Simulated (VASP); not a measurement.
Wanted: the native input for a VASP 6.6.1 run.

```
Task                   : single point
Functional             : PBE
Potentials or basis    : VASP PAW PBE potentials, release 64 (Ir)
Cutoff                 : 500 eV
k mesh                 : 17 × 17 × 9
Occupations            : fermi-dirac, width 0.05 eV
Spin                   : non-collinear spin, zero start, spin-orbit coupling
Starting moments       : [[0.0, 0.0, 0.0], [0.0, 0.0, 0.0]] μB
Dipole correction      : no
Further INCAR settings : ALGO = Normal; EDIFF = 1e-06; NBANDS = 30
```

The structure of Ir lies in POSCAR:

```
Ir
1.0
    2.7499063886      0.0000000000      0.0000000000
   -1.3749531943      2.3814887906      0.0000000000
    0.0000000000      0.0000000000      4.4571387413
Ir
2
Direct
    0.3333333333      0.6666666667      0.2500000000
    0.6666666667      0.3333333333      0.7500000000
```

This isn't the form of Ir at room conditions, which is fcc.

One way to write it, as run:

INCAR

```
PREC     = Accurate       # precision mode
ENCUT    = 500            # plane-wave cutoff, eV
EDIFF    = 1E-6           # SCF threshold, eV
ISMEAR   = -1             # smearing method
SIGMA    = 0.05           # smearing width, eV
LREAL    = False          # projectors in reciprocal space
LASPH    = True           # aspherical terms in the spheres
NELM     = 200            # most SCF steps
ALGO     = Normal         # electronic algorithm
ISIF     = 2              # what is computed and relaxed
LWAVE    = False          # write WAVECAR
LCHARG   = False          # write CHGCAR
MAGMOM   = 0 0 0 0 0 0    # initial moments
LORBIT   = 11             # projections on sites
LSORBIT  = True           # spin-orbit coupling
GGA_COMPAT= False        
LORBMOM  = True         
LMAXMIX  = 4              # l up to which the mixer works
GGA      = PE             # functional
NBANDS   = 30             # bands
```

KPOINTS

```
regular mesh
0
Gamma
  17 17 9
```

Potentials or basis: VASP PAW PBE potentials, release 64 (Ir).

Launch:

```bash
$ cat potpaw_PBE.64/Ir/POTCAR > POTCAR
$ mpirun -np 1 vasp_ncl > vasp.out
```

It gave:

- Pressure: 0.8 GPa
- Net moment: 0.00 μB per cell
- Valence electrons inside the program's atomic spheres: Ir 8.30

It took 3.8 min on 1 thread of Intel(R) Xeon(R) Platinum 8559C (Emerald Rapids), with other jobs on the host, peak memory 0.33 GiB.
